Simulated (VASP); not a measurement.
# Al4NiPd3 (Im-3m) in VASP: settings compared, part 2 of 2

VASP 6.6.1.

**3. Relaxation of cell and atoms, PBE**

INCAR reads:

```
PREC = Accurate ; ENCUT = 600
EDIFF = 1E-7 ; ISMEAR = 0
SIGMA = 0.1 ; LREAL = F
LASPH = T ; NELM = 80
ALGO = Fast ; ISIF = 3
LWAVE = F ; LCHARG = F
GGA = PE ; IBRION = 2
NSW = 100 ; EDIFFG = -0.01
```

KPOINTS reads:

```
Automatic mesh
0
Gamma
  10 10 10
```

POSCAR reads:

```
Al4NiPd3
1.0
   -3.0373203000      3.0373203000      3.0373203000
    3.0373203000     -3.0373203000      3.0373203000
    3.0373203000      3.0373203000     -3.0373203000
Al Ni Pd
4 1 3
Direct
    0.5000000000      0.5000000000      0.5000000000
    0.0000000000      0.5000000000      0.0000000000
    0.5000000000      0.0000000000      0.0000000000
    0.0000000000      0.0000000000      0.5000000000
    0.0000000000      0.0000000000      0.0000000000
    0.5000000000      0.0000000000      0.5000000000
    0.0000000000      0.5000000000      0.5000000000
    0.5000000000      0.5000000000      0.0000000000
```

Potentials or basis: VASP PAW PBE potentials, release 64 (Al, Ni, Pd).

On the command line:

```console
cat potpaw_PBE.64/Al/POTCAR potpaw_PBE.64/Ni/POTCAR potpaw_PBE.64/Pd/POTCAR > POTCAR
mpirun -np 1 vasp_std > vasp.out
```

OUTCAR:

```text
PREC = Accurate
   ENCUT = 600
   EDIFF = 1E-7
   ISMEAR = 0
   LREAL = F
   LASPH = T
   NELM = 80
   ISIF = 3
   GGA = PE
   IBRION = 2
   NSW = 100
   EDIFFG = -0.01

 ion  position               nearest neighbor table
   1  0.500  0.500  0.500-   5 2.63   6 2.63   7 2.63   8 2.63   8 2.63   6 2.63   7 2.63   5 2.63
                             4 3.04   3 3.04   2 3.04   2 3.04   4 3.04   3 3.04
   2  0.000  0.500  0.000-   5 2.63   6 2.63   7 2.63   8 2.63   7 2.63   5 2.63   8 2.63   6 2.63
                             4 3.04   4 3.04   1 3.04   1 3.04   3 3.04   3 3.04
   3  0.500  0.000  0.000-   5 2.63   6 2.63   7 2.63   8 2.63   6 2.63   8 2.63   5 2.63   7 2.63
                             4 3.04   1 3.04   1 3.04   4 3.04   2 3.04   2 3.04
   4  0.000  0.000  0.500-   5 2.63   6 2.63   7 2.63   8 2.63   5 2.63   7 2.63   6 2.63   8 2.63
                             3 3.04   2 3.04   1 3.04   3 3.04   1 3.04   2 3.04
   5  0.000  0.000  0.000-   1 2.63   2 2.63   3 2.63   4 2.63   4 2.63   2 2.63   3 2.63   1 2.63
                             7 3.04   7 3.04   8 3.04   6 3.04   8 3.04   6 3.04
   6  0.500  0.000  0.500-   1 2.63   2 2.63   3 2.63   4 2.63   3 2.63   1 2.63   4 2.63   2 2.63
                             7 3.04   8 3.04   8 3.04   5 3.04   7 3.04   5 3.04
   7  0.000  0.500  0.500-   1 2.63   2 2.63   3 2.63   4 2.63   2 2.63   4 2.63   1 2.63   3 2.63
                             6 3.04   5 3.04   8 3.04   8 3.04   6 3.04   5 3.04
   8  0.500  0.500  0.000-   1 2.63   2 2.63   3 2.63   4 2.63   1 2.63   3 2.63   2 2.63   4 2.63
                             6 3.04   6 3.04   7 3.04   7 3.04   5 3.04   5 3.04

  LATTYP: Found a body centered cubic cell.
 ALAT       =     6.0746406000

  Lattice vectors:

 A1 = (  -3.0373203000,   3.0373203000,   3.0373203000)
 A2 = (   3.0373203000,  -3.0373203000,   3.0373203000)
 A3 = (   3.0373203000,   3.0373203000,  -3.0373203000)

Analysis of symmetry for initial positions (statically):
=====================================================================
 Subroutine PRICEL returns:
 Original cell was already a primitive cell.

 Routine SETGRP: Setting up the symmetry group for a
 body centered cubic supercell.

 Subroutine GETGRP returns: Found 48 space group operations
 (whereof 48 operations were pure point group operations)
[... 155 lines left out ...]
   AEXX    =    0.0000 exact exchange contribution
   IVDW    =     0    specifies the selected vdW correction
   LEPSILON=     F    determine dielectric tensor
   LRPA    =     F    only Hartree local field effects (RPA)
 conjugate gradient relaxation of ions
 non-spin polarized calculation
 RMM-DIIS sequential band-by-band and
 Gauss-broadening in eV      SIGMA  =   0.10
  energy-cutoff  :      600.00
  volume of cell :      112.08
 maximum number of plane-waves:      3781
   NGX = 21   NGY = 21   NGZ = 21

 number of electron      52.0000003 magnetization

 Free energy of the ion-electron system (eV)
  ---------------------------------------------------
  ext. energy  EPLUGINS =         0.00000000
  ---------------------------------------------------
  free energy    TOTEN  =       -42.39685499 eV

  energy without entropy =      -42.38343999  energy(sigma->0) =      -42.39014749

 E-fermi :  10.1072     XC(G=0): -11.9392

 val. band max:       10.0957190606   @ k =   0.2000   0.1000   0.1000
 cond. band min:      10.1431499002   @ k =   0.5000   0.5000   0.2000
 fundamental gap:      0.0474308396
 Fermi energy:        10.1072189504

 k-point     1 :       0.0000    0.0000    0.0000
  band No.  band energies     occupation
      1      -0.4022      2.00000
      2       3.3751      2.00000
      3       3.3751      2.00000
      4       3.3751      2.00000
      5       5.0364      2.00000
      6       5.0364      2.00000
[... 805 lines left out ...]
     30      12.9444      0.00000
     31      12.9896      0.00000

 [... further k-points ...]
[... 5 lines left out ...]
  --------------------------------------------------------------------------------------
  -------------------------------------------------------------------------------------
  Total       -0.0050283     -0.0050283     -0.0050283     -0.0000000     -0.0000000      0.0000000
  in kB       -0.0718784     -0.0718784     -0.0718784     -0.0000000     -0.0000000      0.0000000
  external PRESSURE =      -0.0718784 kB  Pullay stress =       0.0000000 kB

 VOLUME and BASIS-vectors are now :
 -----------------------------------------------------------------------------
  energy-cutoff  :      600.00
  volume of cell :      112.08
      direct lattice vectors                 reciprocal lattice vectors
    -3.037320300  3.037320300  3.037320300     0.000000000  0.164618792  0.164618792
     3.037320300 -3.037320300  3.037320300     0.164618792  0.000000000  0.164618792
     3.037320300  3.037320300 -3.037320300     0.164618792  0.164618792  0.000000000

 POSITION                                       TOTAL-FORCE (eV/Angst)
 -----------------------------------------------------------------------------------
      1.51866      1.51866      1.51866        -0.000000     -0.000000      0.000000
      1.51866     -1.51866      1.51866         0.000000     -0.000000      0.000000
     -1.51866      1.51866      1.51866        -0.000000     -0.000000     -0.000000
      1.51866      1.51866     -1.51866         0.000000      0.000000      0.000000
      0.00000      0.00000      0.00000        -0.000000     -0.000000      0.000000
      0.00000      3.03732      0.00000        -0.000000      0.000000      0.000000
      3.03732      0.00000      0.00000         0.000000     -0.000000     -0.000000
      0.00000      0.00000      3.03732        -0.000000     -0.000000     -0.000000
 -----------------------------------------------------------------------------------
    total drift:                               -0.000000      0.000000     -0.000000

  FREE ENERGIE OF THE ION-ELECTRON SYSTEM (eV)
  ---------------------------------------------------
  free  energy   TOTEN  =       -42.3968549851 eV

  energy  without entropy=      -42.3834399924  energy(sigma->0) =      -42.39014749

 reached required accuracy - stopping structural energy minimisation
```

CONTCAR:

```text
Al4NiPd3
   1.00000000000000
    -3.0373203000000002    3.0373203000000002    3.0373203000000002
     3.0373203000000002   -3.0373203000000002    3.0373203000000002
     3.0373203000000002    3.0373203000000002   -3.0373203000000002
  Al              Ni              Pd
     4     1     3
Direct
     0.5000000000000000    0.5000000000000000    0.5000000000000000
     0.0000000000000000    0.5000000000000000    0.0000000000000000
     0.5000000000000000    0.0000000000000000    0.0000000000000000
     0.0000000000000000    0.0000000000000000    0.5000000000000000
     0.0000000000000000    0.0000000000000000    0.0000000000000000
     0.5000000000000000    0.0000000000000000    0.5000000000000000
     0.0000000000000000    0.5000000000000000    0.5000000000000000
     0.5000000000000000    0.5000000000000000    0.0000000000000000

  0.00000000E+00  0.00000000E+00  0.00000000E+00
  0.00000000E+00  0.00000000E+00  0.00000000E+00
  0.00000000E+00  0.00000000E+00  0.00000000E+00
  0.00000000E+00  0.00000000E+00  0.00000000E+00
  0.00000000E+00  0.00000000E+00  0.00000000E+00
  0.00000000E+00  0.00000000E+00  0.00000000E+00
  0.00000000E+00  0.00000000E+00  0.00000000E+00
  0.00000000E+00  0.00000000E+00  0.00000000E+00
```

Wall time 7.5 min (1 thread of AMD EPYC 7R43 (Zen 3), shared host); peak memory 0.35 GiB.

Results:

| Quantity | Value |
| --- | --- |
| Free energy | -42.3969 eV |
| Pressure after relaxing | 0.0 GPa |
| Band gap on the k mesh | zero (band 26 reaches 11.83 eV, above the bottom of band 27 at 8.89 eV) |

Final structure:
```yaml
crystal:
  lattice:
    - [-3.03732, 3.03732, 3.03732]
    - [3.03732, -3.03732, 3.03732]
    - [3.03732, 3.03732, -3.03732]
  atoms:
    - { symbol: Al, position: [0.50000, 0.50000, 0.50000] }
    - { symbol: Al, position: [0.00000, 0.50000, 0.00000] }
    - { symbol: Al, position: [0.50000, 0.00000, 0.00000] }
    - { symbol: Al, position: [0.00000, 0.00000, 0.50000] }
    - { symbol: Ni, position: [0.00000, 0.00000, 0.00000] }
    - { symbol: Pd, position: [0.50000, 0.00000, 0.50000] }
    - { symbol: Pd, position: [0.00000, 0.50000, 0.50000] }
    - { symbol: Pd, position: [0.50000, 0.50000, 0.00000] }
```

Caveat: the relaxation stopped at its first step, so nothing moved. Spin polarisation is off, so any magnetic state and its effect on volume and gap are missing.
